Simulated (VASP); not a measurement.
A run of VASP 6.6.1 is set up as follows.

Contents of INCAR:

```
ALGO = Normal
EDIFF = 1E-6
ENCUT = 520
GGA = PE
ISIF = 2
ISMEAR = 0
IVDW = 12
LASPH = True
LCHARG = False
LREAL = False
LWAVE = False
NBANDS = 8
NELM = 100
PREC = Accurate
SIGMA = 0.05
```

KPOINTS

```
k-points
0
Gamma
  8 8 8
```

Contents of POSCAR:

```
P
1.0
   -1.5055826526      1.5055826526      1.5055826526
    1.5055826526     -1.5055826526      1.5055826526
    1.5055826526      1.5055826526     -1.5055826526
P
1
Direct
    0.0000000000      0.0000000000      0.0000000000
```

Potentials or basis: VASP PAW PBE potentials, release 64 (P).

Launch:

```sh
$ cat potpaw_PBE.64/P/POTCAR > POTCAR
$ mpirun -np 1 vasp_std > vasp.out
```

Question: What does it give for the pressure?

Answer: -1.7 GPa.

Question: Predict the dispersion energy per atom.

Answer: -0.511 eV.

Question: What does it give for the band gap on the k mesh?

Answer: Zero (an odd number of electrons rules out a gap without spin polarisation).

Caveat: the k points lie up to 0.37 Å⁻¹ apart, too coarse for converged energies and pressures of a metal.
